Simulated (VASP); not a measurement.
CdO: relaxation of cell and atoms with PBE

The system is CdO.

```xyz
2
Lattice="0.0000 2.3610 2.3610 2.3610 0.0000 2.3610 2.3610 2.3610 0.0000" Properties=species:S:1:pos:R:3 pbc="T T T"
Cd    0.0000    0.0000    0.0000
O     2.3610    2.3610    2.3610
```

| Property | Result |
| --- | --- |
| Program | VASP 6.6.1 |
| Task | relaxation of cell and atoms |
| Functional | PBE |
| Potentials or basis | VASP PAW PBE potentials, release 64 (Cd, O) |
| Cutoff | 600 eV |
| k mesh | 6 × 6 × 6 |
| Occupations | gaussian, width 0.1 eV |
| Spin | no spin polarisation |
| Dipole correction | no |
| Further INCAR settings | ALGO = Normal; EDIFF = 1e-07; IBRION = 2; EDIFFG = -0.04; NSW = 60; ISIF = 3 |

| Item | Value |
| --- | --- |
| Relaxed volume | 13.66 Å³/atom |
| Relaxed cell | a = 3.381 Å, b = 3.381 Å, c = 3.381 Å, α = 60.00°, β = 60.00°, γ = 60.00° |
| Space group after relaxing (to 0.05 Å) | Fm-3m (No. 225) |
| Energy gained by relaxing | 7.7 meV/atom |
| Ionic steps | 3 |
| Pressure after relaxing | 0.0 GPa |
| Band gap on the k mesh | zero (band 9 reaches 1.56 eV, above the bottom of band 10 at 1.04 eV) |

Step by step:
| step | energy change (eV) | largest force (eV/Å) | pressure (GPa) | volume (Å³) |
| --- | --- | --- | --- | --- |
| 1 | 0.0000 | 0.0000 | 5.13 | 26.32 |
| 2 | -0.0098 | 0.0000 | -2.74 | 27.96 |
| 3 | -0.0154 | 0.0000 | 0.00 | 27.32 |

Final structure:
```
CELL_PARAMETERS angstrom
0.00000 2.39051 2.39051
2.39051 0.00000 2.39051
2.39051 2.39051 0.00000
ATOMIC_POSITIONS crystal
Cd 0.00000 0.00000 0.00000
O 0.50000 0.50000 0.50000
```

Levels at points of the mesh, in eV from the Fermi level:
```csv
k point,band 5,band 6,band 7,band 8,band 9,band 10,band 11,band 12,band 13
"(0.00, 0.00, 0.00)",-6.44,-6.44,-1.23,-1.23,-1.23,-0.61,14.82,16.59,16.59
"(0.50, 0.00, 0.00)",-6.22,-6.22,-3.77,-0.09,-0.09,4.33,6.86,11.60,11.60
"(0.50, 0.50, 0.00)",-6.10,-5.85,-4.06,-2.15,-2.15,3.58,8.24,10.95,12.83
```

It took 33 s on 1 thread of Intel Xeon 8259CL, with other jobs on the host, peak memory 0.16 GiB.

Caveat: the k points lie up to 0.38 Å⁻¹ apart in the final cell.
